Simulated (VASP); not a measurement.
# K3W2 (P-3m1) in VASP: further runs

Runs on K3W2. Level: PBE. Tasks: single point.

Program: VASP 6.6.1. These are calculated values, not measurements. Logs are shortened: lines on timing, memory, paths and dates and some standing lists are left out, and cuts for length are marked.

**1. The cell of the first run**

It takes space group P-3m1 (No. 164, trigonal). The conventional cell has a = 4.769 Å, b = 4.769 Å, c = 10.904 Å, α = 90.00°, β = 90.00°, γ = 120.00°. Within 3.6 Å of K (site symmetry -3m) lie 6 W at 2.75 Å. Within 4.4 Å of K (site symmetry 3m) lie 4 W at 3.34 to 4.22 Å and 3 K at 4.27 Å. W (site symmetry 3m) has 4 K at 2.75 to 3.34 Å and 3 W at 2.76 Å within 3.6 Å.

**2. Single point, PBE**

INCAR

```
SYSTEM = K3W2
PREC = Accurate ; ENCUT = 520
EDIFF = 1E-6 ; ISMEAR = 0
SIGMA = 0.1 ; LREAL = .FALSE.
LASPH = .TRUE. ; NELM = 60
ALGO = Normal ; ISIF = 2
LWAVE = .FALSE. ; LCHARG = .FALSE.
GGA = PE ; NBANDS = 36
```

KPOINTS

```
regular mesh
0
G
  6 6 2
  0 0 0
```

POSCAR

```
K3W2
1.0
    4.7685164003      0.0000000000      0.0000000000
   -2.3842582002      4.1296563410      0.0000000000
    0.0000000000      0.0000000000     10.9039507181
K W
3 2
Direct
    0.0000000000      0.0000000000      0.0000000000
    0.3333333333      0.6666666667      0.7001737696
    0.6666666667      0.3333333333      0.2998262304
    0.3333333333      0.6666666667      0.0068370998
    0.6666666667      0.3333333333      0.9931629002
```

Potentials or basis: VASP PAW PBE potentials, release 64 (K_sv, W_sv).

The run is started by

```
> cat potpaw_PBE.64/K_sv/POTCAR potpaw_PBE.64/W_sv/POTCAR > POTCAR
> mpirun -np 1 vasp_std > vasp.out
```

OUTCAR:

```text
SYSTEM = K3W2
   PREC = Accurate
   ENCUT = 520
   EDIFF = 1E-6
   ISMEAR = 0
   LREAL = .FALSE.
   LASPH = .TRUE.
   NELM = 60
   ISIF = 2
   GGA = PE

 ion  position               nearest neighbor table
   1  0.000  0.000  0.000-   4 2.75   5 2.75   5 2.75   4 2.75   5 2.75   4 2.75
   2  0.333  0.667  0.700-   4 3.34
   3  0.667  0.333  0.300-   5 3.34
   4  0.333  0.667  0.007-   1 2.75   1 2.75   1 2.75   5 2.76   5 2.76   5 2.76   2 3.34
   5  0.667  0.333  0.993-   1 2.75   1 2.75   1 2.75   4 2.76   4 2.76   4 2.76   3 3.34

  LATTYP: Found a hexagonal cell.
 ALAT       =     4.7685164003
 C/A-ratio  =     2.2866547586

  Lattice vectors:

 A1 = (   4.7685164003,   0.0000000000,   0.0000000000)
 A2 = (  -2.3842582002,   4.1296563410,   0.0000000000)
 A3 = (   0.0000000000,   0.0000000000,  10.9039507181)

Analysis of symmetry for initial positions (statically):
=====================================================================
 Subroutine PRICEL returns:
 Original cell was already a primitive cell.

 Routine SETGRP: Setting up the symmetry group for a
 hexagonal supercell.

 Subroutine GETGRP returns: Found 12 space group operations
 (whereof 12 operations were pure point group operations)
 out of a pool of 24 trial point group operations.

The static configuration has the point symmetry D_3d.

Analysis of symmetry for dynamics (positions and initial velocities):
=====================================================================
 Subroutine PRICEL returns:
 Original cell was already a primitive cell.

 Routine SETGRP: Setting up the symmetry group for a
 hexagonal supercell.

 Subroutine GETGRP returns: Found 12 space group operations
 (whereof 12 operations were pure point group operations)
 out of a pool of 24 trial point group operations.

The dynamic configuration has the point symmetry D_3d.

 Subroutine INISYM returns: Found 12 space group operations
 (whereof 12 operations are pure point group operations),
 and found     1 'primitive' translations

----------------------------------------------------------------------------------------

                                     Primitive cell

  volume of cell :     214.7242

  direct lattice vectors                    reciprocal lattice vectors
     4.768516400  0.000000000  0.000000000     0.209708831  0.121075450  0.000000000
[... 81 lines left out ...]
   EDIFF  = 0.1E-05   stopping-criterion for ELM
   LREAL  =      F    real-space projection
   EDIFFG = 0.1E-04   stopping-criterion for IOM
   NSW    =      0    number of steps for IOM
   IBRION =     -1    ionic relax: 0-MD 1-quasi-New 2-CG
   NFREE  =      0    steps in history (QN), initial steepest desc. (CG)
   ISIF   =      2    stress and relaxation
   ISYM   =      2    0-nonsym 1-usesym 2-fastsym
   POTIM  = 0.5000    time-step for ionic-motion
   TEBEG  =    0.0;   TEEND  =   0.0 temperature during run
   PSTRESS=    0.0 pullay stress
   NELECT =      55.0000    total number of electrons
   NUPDOWN=      -1.0000    fix difference up-down
   EMIN   =  10.00;   EMAX   =-10.00  energy-range for DOS
   EFERMI =   0.00;   METHOD = LEGACY
   ISMEAR =     0;   SIGMA  =   0.10  broadening in eV -4-tet -1-fermi 0-gaus
   EFERMI_NEDOS =   21; number of points for ismear=-14 and -15
   IALGO  =     38    algorithm
   IMIX   =      4    mixing-type and parameters
     AMIX     =   0.40;   BMIX     =  1.00
     AMIX_MAG =   1.60;   BMIX_MAG =  1.00
  volume/ion in A,a.u.               =      42.94       289.81
  Fermi-wavevector in a.u.,A,eV,Ry     =   1.039686  1.964721 14.707166  1.080946
  Thomas-Fermi vector in A             =   2.174227
   LORBIT       =      0    0 simple, 1 ext, 2 COOP (PROOUT), +10 PAW based schemes
   GGA     = PE    functional components
   LHFCALC =     F    Hartree Fock is set to
   AEXX    =    0.0000 exact exchange contribution
   IVDW    =     0    specifies the selected vdW correction
   LEPSILON=     F    determine dielectric tensor
   LRPA    =     F    only Hartree local field effects (RPA)
 non-spin polarized calculation
 Gauss-broadening in eV      SIGMA  =   0.10
  energy-cutoff  :      520.00
  volume of cell :      214.72
 maximum number of plane-waves:      5859
 NGX is ok and might be reduce to    36
   NGX = 17   NGY = 17   NGZ = 41

 number of electron      55.0000003 magnetization

 Free energy of the ion-electron system (eV)
  ---------------------------------------------------
  ext. energy  EPLUGINS =         0.00000000
  ---------------------------------------------------
  free energy    TOTEN  =       -20.19691276 eV

  energy without entropy =      -20.16617125  energy(sigma->0) =      -20.18154200

 E-fermi :   1.2539     XC(G=0):  -7.1663

 val. band max:        1.2496856228   @ k =   0.3333   0.1667   0.5000
 cond. band min:       1.2803358789   @ k =   0.3333   0.0000   0.5000
 fundamental gap:      0.0306502561
 Fermi energy:         1.2538871028

 k-point     1 :       0.0000    0.0000    0.0000
  band No.  band energies     occupation
      1     -72.3374      2.00000
      2     -72.2560      2.00000
      3     -36.8243      2.00000
      4     -36.8243      2.00000
      5     -36.5132      2.00000
      6     -36.3845      2.00000
[... 535 lines left out ...]
     35       3.8044      0.00000
     36       4.7960      0.00000

------------------------ aborting loop because EDIFF is reached ----------------------------------------

  FORCE on cell =-STRESS in cart. coord.  units (eV):
  Direction    XX          YY          ZZ          XY          YZ          ZX
  --------------------------------------------------------------------------------------
  -------------------------------------------------------------------------------------
  Total        0.3196865      0.3196865     -0.0055246     -0.0000000      0.0000000     -0.0000000
  in kB        2.3853590      2.3853590     -0.0412221     -0.0000000      0.0000000     -0.0000000
  external PRESSURE =       1.5764986 kB  Pullay stress =       0.0000000 kB

 VOLUME and BASIS-vectors are now :
 -----------------------------------------------------------------------------
  energy-cutoff  :      520.00
  volume of cell :      214.72
      direct lattice vectors                 reciprocal lattice vectors
     4.768516400  0.000000000  0.000000000     0.209708831  0.121075450  0.000000000
    -2.384258200  4.129656341  0.000000000     0.000000000  0.242150900  0.000000000
     0.000000000  0.000000000 10.903950718     0.000000000  0.000000000  0.091709879

 POSITION                                       TOTAL-FORCE (eV/Angst)
 -----------------------------------------------------------------------------------
      0.00000      0.00000      0.00000         0.000000      0.000000      0.000000
     -0.00000      2.75310      7.63466         0.000000      0.000000     -0.002154
      2.38426      1.37655      3.26929        -0.000000     -0.000000      0.002154
     -0.00000      2.75310      0.07455         0.000000      0.000000      0.010444
      2.38426      1.37655     10.82940         0.000000      0.000000     -0.010444
 -----------------------------------------------------------------------------------
    total drift:                                0.000000      0.000000      0.000000

  FREE ENERGIE OF THE ION-ELECTRON SYSTEM (eV)
  ---------------------------------------------------
  free  energy   TOTEN  =       -20.1969127592 eV

  energy  without entropy=      -20.1661712484  energy(sigma->0) =      -20.18154200
```

OSZICAR:

```text
N       E                     dE             d eps       ncg     rms          rms(c)
DAV:   1     0.513371008352E+03    0.51337E+03   -0.29597E+04  1168   0.138E+03
DAV:   2     0.795454331435E+01   -0.50542E+03   -0.49572E+03  1172   0.419E+02
DAV:   3    -0.217631240994E+02   -0.29718E+02   -0.29282E+02  1516   0.885E+01
DAV:   4    -0.230628481361E+02   -0.12997E+01   -0.12868E+01  1584   0.160E+01
DAV:   5    -0.231150713830E+02   -0.52223E-01   -0.52049E-01  1528   0.249E+00    0.205E+01
DAV:   6    -0.211906763922E+02    0.19244E+01   -0.15983E+00  1228   0.486E+00    0.115E+01
DAV:   7    -0.202381365750E+02    0.95254E+00   -0.49246E+00  1188   0.685E+00    0.295E+00
DAV:   8    -0.202158735205E+02    0.22263E-01   -0.10039E+00  1284   0.248E+00    0.126E+00
DAV:   9    -0.202129126295E+02    0.29609E-02   -0.23998E-02  1264   0.732E-01    0.805E-01
DAV:  10    -0.201967518091E+02    0.16161E-01   -0.87706E-02  1284   0.519E-01    0.112E-01
DAV:  11    -0.201968770107E+02   -0.12520E-03   -0.23454E-03  1352   0.178E-01    0.738E-02
DAV:  12    -0.201969164374E+02   -0.39427E-04   -0.22888E-04  1208   0.761E-02    0.205E-02
DAV:  13    -0.201969122352E+02    0.42022E-05   -0.44520E-05  1540   0.281E-02    0.778E-03
DAV:  14    -0.201969127592E+02   -0.52398E-06   -0.68860E-06  1184   0.151E-02
   1 F= -.20196913E+02 E0= -.20181542E+02  d E =-.307415E-01
```

Wall time 88 s (1 thread of AMD EPYC 9R45 (Zen 5), shared host); peak memory 0.32 GiB.

Results:

| Property | Result |
| --- | --- |
| Free energy | -20.1969 eV |
| Pressure | 0.2 GPa |
| Largest force | 0.010 eV/Å |
| Band gap on the k mesh | zero (an odd number of electrons rules out a gap without spin polarisation) |

Forces on the atoms (eV/Å):
```
K    0.000  0.000  0.000
K    0.000  0.000 -0.002
K    0.000  0.000  0.002
W    0.000  0.000  0.010
W    0.000  0.000 -0.010
```

Caveat: spin-orbit coupling is left out, which moves the levels of the heavy elements.

**3. Single point, PBE**

This run uses another cell than the first one, of 42.40 Å³/atom.

INCAR

```
SYSTEM = K3W2
PREC     = Accurate       ! precision mode
ENCUT    = 520            ! plane-wave cutoff, eV
EDIFF    = 1E-6           ! SCF threshold, eV
ISMEAR   = 0              ! smearing method
SIGMA    = 0.1            ! smearing width, eV
LREAL    = .False.        ! projectors in reciprocal space
LASPH    = .True.         ! aspherical terms in the spheres
NELM     = 80             ! most SCF steps
ALGO     = Fast           ! electronic algorithm
ISIF     = 2              ! what is computed and relaxed
LWAVE    = .False.        ! write WAVECAR
LCHARG   = .True.         ! write CHGCAR
GGA      = PE             ! functional
LELF     = .True.         ! ELF
LVHAR    = .True.       
NBANDS   = 36             ! bands
```

KPOINTS

```
Automatic mesh
0
Gamma
  12 12 4
  0 0 0
```

POSCAR

```
K3W2
1.0
    4.7770012079      0.0000000000      0.0000000000
   -2.3885006040      4.1370043999      0.0000000000
    0.0000000000      0.0000000000     10.7264563799
K W
3 2
Direct
    0.0000000000      0.0000000000      0.0000000000
    0.3333333333      0.6666666667      0.6968352030
    0.6666666667      0.3333333333      0.3031647970
    0.3333333333      0.6666666667      0.0066348479
    0.6666666667      0.3333333333      0.9933651521
```

Potentials or basis: VASP PAW PBE potentials, release 64 (K_sv, W_sv).

The run is started by

```
> cat potpaw_PBE.64/K_sv/POTCAR potpaw_PBE.64/W_sv/POTCAR > POTCAR
> mpirun -np 1 vasp_std > vasp.out
```

Run time: 14 min. Hardware: 1 thread of AMD EPYC 9R45 (Zen 5), shared host; peak memory 0.57 GiB.

It converged, with:

```yaml
Free_energy: -20.2213 eV
Pressure: 0.2 GPa
Largest_force: 0.010 eV/Å
Band_gap_on_the_k_mesh: zero (an odd number of electrons rules out a gap without spin polarisation)
```

Forces in eV/Å, atoms in the order of the input:
```
K    0.000  0.000  0.000
K    0.000  0.000 -0.007
K    0.000  0.000  0.007
W    0.000  0.000  0.010
W    0.000  0.000 -0.010
```

Stress tensor (GPa, compression positive):
```
0.23 0.00 0.00
0.00 0.23 0.00
0.00 0.00 0.00
```

Levels at points of the mesh, in eV from the Fermi level:
```tsv
k point	band 25	band 26	band 27	band 28	band 29	band 30	band 31	band 32
(0.00, 0.00, 0.00)	-0.56	-0.52	-0.52	-0.47	0.80	0.80	1.05	1.13
(0.50, 0.00, 0.00)	-1.04	-0.73	-0.40	-0.32	0.74	1.02	1.04	1.24
(0.00, 0.00, 0.50)	-0.88	-0.52	-0.52	0.72	0.80	0.80	1.07	1.13
(0.50, 0.00, 0.50)	-1.04	-0.72	-0.45	-0.28	0.69	0.96	1.02	1.21
```

Caveat: spin-orbit coupling is left out, which moves the levels of the heavy elements.
